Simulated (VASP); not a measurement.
# Ag in VASP: settings compared, part 2 of 2

VASP 6.6.1. The steps go on from the part before.

## 3. Single point, HF

This run uses another cell than the first one, of 18.07 Å³/atom.

Input file POSCAR:

```
Ag
1.0
    0.0000000000      2.0828140930      2.0828140930
    2.0828140930      0.0000000000      2.0828140930
    2.0828140930      2.0828140930      0.0000000000
Ag
1
Direct
    0.0000000000      0.0000000000      0.0000000000
```

Input file INCAR.step1:

```
SYSTEM = Ag
PREC = Accurate ; ENCUT = 470
EDIFF = 1E-5 ; ISMEAR = -1
SIGMA = 0.05 ; LREAL = .False.
LASPH = .True. ; NELM = 120
ALGO = Normal ; ISIF = 2
LWAVE = .True. ; LCHARG = .False.
NBANDS = 16 ; GGA = PE
GGA_COMPAT = .False.
```

Input file INCAR.step2:

```
SYSTEM = Ag
PREC = Accurate ; ENCUT = 470
EDIFF = 1E-6 ; ISMEAR = -1
SIGMA = 0.05 ; LREAL = .False.
LASPH = .True. ; NELM = 120
ALGO = Normal ; ISIF = 2
LWAVE = .False. ; LCHARG = .False.
GGA = PE ; LHFCALC = .True.
AEXX = 1.0 ; ALDAC = 0.0
AGGAC = 0.0 ; PRECFOCK = Normal
NBANDS = 16 ; ISTART = 1
GGA_COMPAT = .False.
```

Input file KPOINTS:

```
Automatic mesh
0
Gamma
  6 6 6
  0 0 0
```

Potentials or basis: VASP PAW PBE potentials, release 64 (Ag_sv_GW).

Command:

```
$ cat potpaw_PBE.64/Ag_sv_GW/POTCAR > POTCAR
$ cp INCAR.step1 INCAR
$ mpirun -np 1 vasp_std > vasp.out
$ cp INCAR.step2 INCAR
$ mpirun -np 1 vasp_std > vasp.out
```

OUTCAR:

```text
SYSTEM = Ag
   PREC = Accurate
   ENCUT = 470
   EDIFF = 1E-6
   ISMEAR = -1
   LREAL = .False.
   LASPH = .True.
   NELM = 120
   ISIF = 2
   GGA = PE
   LHFCALC = .True.
   AEXX = 1.0
   PRECFOCK = Normal
   ISTART = 1

 ion  position               nearest neighbor table
   1  0.000  0.000  0.000-

  LATTYP: Found a face centered cubic cell.
 ALAT       =     4.1656281860

  Lattice vectors:

 A1 = (   0.0000000000,   2.0828140930,   2.0828140930)
 A2 = (   2.0828140930,   0.0000000000,   2.0828140930)
 A3 = (   2.0828140930,   2.0828140930,   0.0000000000)

Analysis of symmetry for initial positions (statically):
=====================================================================
 Subroutine PRICEL returns:
 Original cell was already a primitive cell.

 Routine SETGRP: Setting up the symmetry group for a
 face centered cubic supercell.

 Subroutine GETGRP returns: Found 48 space group operations
 (whereof 48 operations were pure point group operations)
 out of a pool of 48 trial point group operations.

The static configuration has the point symmetry O_h .

Analysis of symmetry for dynamics (positions and initial velocities):
=====================================================================
 Subroutine PRICEL returns:
 Original cell was already a primitive cell.

 Routine SETGRP: Setting up the symmetry group for a
 face centered cubic supercell.

 Subroutine GETGRP returns: Found 48 space group operations
 (whereof 48 operations were pure point group operations)
 out of a pool of 48 trial point group operations.

The dynamic configuration has the point symmetry O_h .

 Subroutine INISYM returns: Found 48 space group operations
 (whereof 48 operations are pure point group operations),
 and found     1 'primitive' translations

----------------------------------------------------------------------------------------

                                     Primitive cell

  volume of cell :      18.0710

  direct lattice vectors                    reciprocal lattice vectors
     0.000000000  2.082814093  2.082814093    -0.240059831  0.240059831  0.240059831
     2.082814093  0.000000000  2.082814093     0.240059831 -0.240059831  0.240059831
     2.082814093  2.082814093  0.000000000     0.240059831  0.240059831 -0.240059831

  length of vectors
     2.945543938  2.945543938  2.945543938     0.415795825  0.415795825  0.415795825

  position of ions in fractional coordinates (direct lattice)
     0.000000000  0.000000000  0.000000000

  ion indices of the primitive-cell ions
   primitive index   ion index
                 1           1

----------------------------------------------------------------------------------------

 KPOINTS: Automatic mesh

Automatic generation of k-mesh.
 Grid dimensions read from file:
 generate k-points for:    6    6    6

 Generating k-lattice:

  Cartesian coordinates                     Fractional coordinates (reciprocal lattice)
    -0.040009972  0.040009972  0.040009972     0.166666667  0.000000000  0.000000000
     0.040009972 -0.040009972  0.040009972     0.000000000  0.166666667  0.000000000
     0.040009972  0.040009972 -0.040009972     0.000000000  0.000000000  0.166666667

  Length of vectors
     0.069299304  0.069299304  0.069299304

  Shift w.r.t. Gamma in fractional coordinates (k-lattice)
     0.000000000  0.000000000  0.000000000

 Subroutine IBZKPT returns following result:
 ===========================================

 Found     16 irreducible k-points:

 Following reciprocal coordinates:
            Coordinates               Weight
  0.000000  0.000000  0.000000      1.000000
  0.166667  0.000000  0.000000      8.000000
  0.333333  0.000000  0.000000      8.000000
  0.500000  0.000000  0.000000      4.000000
  0.166667  0.166667  0.000000      6.000000
  0.333333  0.166667  0.000000     24.000000
[... 8 lines left out ...]
 -0.333333  0.333333  0.166667     24.000000
 -0.333333  0.500000  0.166667     12.000000
   k-points           NKPTS =     16   k-points in BZ     NKDIM =    216   number of bands    NBANDS=     16
   number of dos      NEDOS =    301   number of ions     NIONS =      1
   total plane-waves  NPLWV =  13824
   dimension x,y,z NGX =    24 NGY =   24 NGZ =   24
   dimension x,y,z NGXF=    48 NGYF=   48 NGZF=   48
   ions per type =               1
   NGX,Y,Z   is equivalent  to a cutoff of  13.55, 13.55, 13.55 a.u.
   NGXF,Y,Z  is equivalent  to a cutoff of  27.09, 27.09, 27.09 a.u.
 SYSTEM =  Ag
   PREC   = accura    normal or accurate (medium, high low for compatibility)
   ISTART =      1    job   : 0-new  1-cont  2-samecut
   ICHARG =      0    charge: 1-file 2-atom 10-const
   ISPIN  =      1    spin polarized calculation?
   LNONCOLLINEAR =      F non collinear calculations
   LSORBIT =      F    spin-orbit coupling
   LASPH  =      T    aspherical Exc in radial PAW
   ENCUT  =  470.0 eV  34.54 Ry    5.88 a.u.   5.21  5.21  5.21*2*pi/ulx,y,z
   NELM   =    120;   NELMIN=  2; NELMDL=  0     # of ELM steps
   EDIFF  = 0.1E-05   stopping-criterion for ELM
   LREAL  =      F    real-space projection
   EDIFFG = 0.1E-04   stopping-criterion for IOM
   NSW    =      0    number of steps for IOM
   IBRION =     -1    ionic relax: 0-MD 1-quasi-New 2-CG
   NFREE  =      0    steps in history (QN), initial steepest desc. (CG)
   ISIF   =      2    stress and relaxation
   ISYM   =      3    0-nonsym 1-usesym 2-fastsym
   POTIM  = 0.5000    time-step for ionic-motion
   TEBEG  =    0.0;   TEEND  =   0.0 temperature during run
   PSTRESS=    0.0 pullay stress
   NELECT =      19.0000    total number of electrons
   NUPDOWN=      -1.0000    fix difference up-down
   EMIN   =  10.00;   EMAX   =-10.00  energy-range for DOS
   EFERMI =   0.00;   METHOD = LEGACY
   ISMEAR =    -1;   SIGMA  =   0.05  broadening in eV -4-tet -1-fermi 0-gaus
   EFERMI_NEDOS =   21; number of points for ismear=-14 and -15
   IALGO  =     38    algorithm
   IMIX   =      1    mixing-type and parameters
     AMIX     =   0.40;   BMIX     =  1.00
     AMIX_MAG =   1.60;   BMIX_MAG =  1.00
  volume/ion in A,a.u.               =      18.07       121.95
  Fermi-wavevector in a.u.,A,eV,Ry     =   1.664685  3.145799 37.704162  2.771178
  Thomas-Fermi vector in A             =   2.751186
   LORBIT       =      0    0 simple, 1 ext, 2 COOP (PROOUT), +10 PAW based schemes
   GGA     = PE    functional components
   LHFCALC =     T    Hartree Fock is set to
   PRECFOCK=normal    Normal, Fast or Accurate (Low or Medium for compatibility)
   ENCUT4O =  -1.0   cutoff for four orbital integrals eV
   NKREDX  =     1    reduce k-point grid by
   NKREDY  =     1    reduce k-point grid by
   NKREDZ  =     1    reduce k-point grid by
   AEXX    =    1.0000 exact exchange contribution
   HFSCREEN=    0.0000 screening length (either q_TF or 0.3 A-1)
   HFSCREENC=   0.0000 screening length for correlation (either q_TF or 0.3 A-1)
   ENCUTFOCK=  -1.0 apply spherical cutoff to Coloumb kernel
   IVDW    =     0    specifies the selected vdW correction
   LEPSILON=     F    determine dielectric tensor
   LRPA    =     F    only Hartree local field effects (RPA)
 non-spin polarized calculation
  energy-cutoff  :      470.00
  volume of cell :       18.07
 maximum number of plane-waves:       444
 NGX is ok and might be reduce to    24
  NGX = 16; NGY = 16; NGZ = 16

 number of electron      19.0000002 magnetization

 Free energy of the ion-electron system (eV)
  ---------------------------------------------------
  ext. energy  EPLUGINS =         0.00000000
  ---------------------------------------------------
  free energy    TOTEN  =         8.69970537 eV

  energy without entropy =        8.70539137  energy(sigma->0) =        8.70254837

 E-fermi :   6.5583     XC(G=0):   0.0000

 val. band max:        6.4915657569   @ k =   0.5000   0.3333   0.1667
 cond. band min:       9.0674038962   @ k =   0.5000   0.0000   0.0000
 fundamental gap:      2.5758381392
 Fermi energy:         6.5583158104

 k-point     1 :       0.0000    0.0000    0.0000
  band No.  band energies     occupation
      1    -106.2006      2.00000
      2     -64.3534      2.00000
      3     -64.3534      2.00000
      4     -64.3534      2.00000
      5      -4.7255      2.00000
      6      -4.3403      2.00000
[... 8 lines left out ...]
     15      37.0746      0.00000
     16      38.8885      0.00000
[... 267 lines left out ...]
 k-point    16 :      -0.3333    0.5000    0.1667
  band No.  band energies     occupation
      1    -106.1725      2.00000
      2     -64.5370      2.00000
      3     -64.4761      2.00000
      4     -64.4463      2.00000
      5      -5.3772      2.00000
      6      -5.2267      2.00000
[... 8 lines left out ...]
     15      35.2091      0.00000
     16      38.6046      0.00000

------------------------ aborting loop because EDIFF is reached ----------------------------------------

  FORCE on cell =-STRESS in cart. coord.  units (eV):
  Direction    XX          YY          ZZ          XY          YZ          ZX
  --------------------------------------------------------------------------------------
  -------------------------------------------------------------------------------------
  Total        1.1165302      1.1165302      1.1165302      0.0000000      0.0000000     -0.0000000
  in kB       98.9918741     98.9918741     98.9918741      0.0000000      0.0000000     -0.0000000
  external PRESSURE =      98.9918741 kB  Pullay stress =       0.0000000 kB

 VOLUME and BASIS-vectors are now :
 -----------------------------------------------------------------------------
  energy-cutoff  :      470.00
  volume of cell :       18.07
      direct lattice vectors                 reciprocal lattice vectors
     0.000000000  2.082814093  2.082814093    -0.240059831  0.240059831  0.240059831
     2.082814093  0.000000000  2.082814093     0.240059831 -0.240059831  0.240059831
     2.082814093  2.082814093  0.000000000     0.240059831  0.240059831 -0.240059831

 POSITION                                       TOTAL-FORCE (eV/Angst)
 -----------------------------------------------------------------------------------
      0.00000      0.00000      0.00000        -0.000000      0.000000     -0.000000
 -----------------------------------------------------------------------------------
    total drift:                                0.000001      0.000002      0.000001

  FREE ENERGIE OF THE ION-ELECTRON SYSTEM (eV)
  ---------------------------------------------------
  free  energy   TOTEN  =         8.6997053663 eV

  energy  without entropy=        8.7053913671  energy(sigma->0) =        8.70254837
```

It took 18 min on 1 thread of AMD EPYC 7R13 (Zen 3), shared host; peak memory 0.12 GiB.

Results:

| Quantity | Value |
| --- | --- |
| Free energy | 8.6997 eV |
| Pressure | 9.9 GPa |
| Band gap on the k mesh | zero (an odd number of electrons rules out a gap without spin polarisation) |

Caveat: the k points lie up to 0.44 Å⁻¹ apart, too coarse for converged energies and pressures of a metal; the PAW data sets were made with another functional, which shifts forces and pressure a little.

The gap in the log of VASP goes by the Fermi energy; the results here count the filled bands.